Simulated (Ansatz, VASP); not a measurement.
One calculation of NbC, two programs

```
Nb C
1.0
     0.00000    2.20000    2.20000
     2.20000    0.00000    2.20000
     2.20000    2.20000    0.00000
Nb C
1 1
Direct
  0.00000 0.00000 0.00000
  0.50000 0.50000 0.50000
```

Alike in both runs: task single point; functional LDA; k mesh 8 × 8 × 8; occupations gaussian, width 0.1 eV; no spin polarisation.

|  | VASP | Ansatz |
| --- | --- | --- |
| version | VASP 6.6.1 | Ansatz 0.2.0 |
| potentials or method | VASP PAW LDA potentials, release 64 (Nb_sv, C), cutoff 600 eV | scalar-relativistic, plane waves, PAW |
| valence electrons in the cell | 17 | 17 |

```tsv
	VASP	Ansatz	Ansatz less VASP
gap on the k mesh at the Fermi level (eV)	none	none	-
pressure (GPa)	6.3	6.4	+0.10
```

LDA's correlation is that of Perdew and Zunger in VASP and of Perdew and Wang (1992) in Ansatz. A gap of «none» marks a metal or a gap that the smearing closes.
